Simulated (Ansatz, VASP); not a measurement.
## Two plane-wave programs on SnSe

```
CELL_PARAMETERS angstrom
4.28533 0.00000 0.00000
0.00000 4.28533 0.00000
0.00000 0.00000 10.99069
ATOMIC_POSITIONS crystal
Sn 0.50000 0.00000 0.37663
Sn 0.00000 0.50000 0.62337
Se 0.50000 0.00000 0.62059
Se 0.00000 0.50000 0.37941
```

Change from the starting cell: mode 8 (55.6 1/cm) frozen in, largest displacement -0.050 Å.

Alike in both runs: task single point; functional r2SCAN; k mesh 6 × 6 × 4; occupations gaussian, width 0.05 eV; no spin polarisation.

```csv
,VASP,Ansatz
version,VASP 6.6.1,Ansatz 0.2.0
potentials or method,"VASP PAW PBE potentials, release 64 (Sn_d, Se), cutoff 520 eV","scalar-relativistic, plane waves, PAW"
valence electrons in the cell,40,60
```

```tsv
	VASP	Ansatz	Ansatz less VASP
gap on the k mesh at the Fermi level (eV)	1.77	1.77	+0.004
least direct gap on the mesh (eV)	1.77	1.78	+0.006
rms of the force components (eV/Å)	0.042	0.040	-0.0023
```

VASP's potentials were made for PBE, not for r2SCAN. Atom by atom the forces differ by 0.009 eV/Å (rms over components). With one functional, cell and mesh, what is left measures potentials, basis and numerics. VASP's potentials hold 40 valence electrons a cell and Ansatz's 60, so a difference there can come from the potentials and not from the codes. Ansatz's warnings: xc potential rough in thin density.
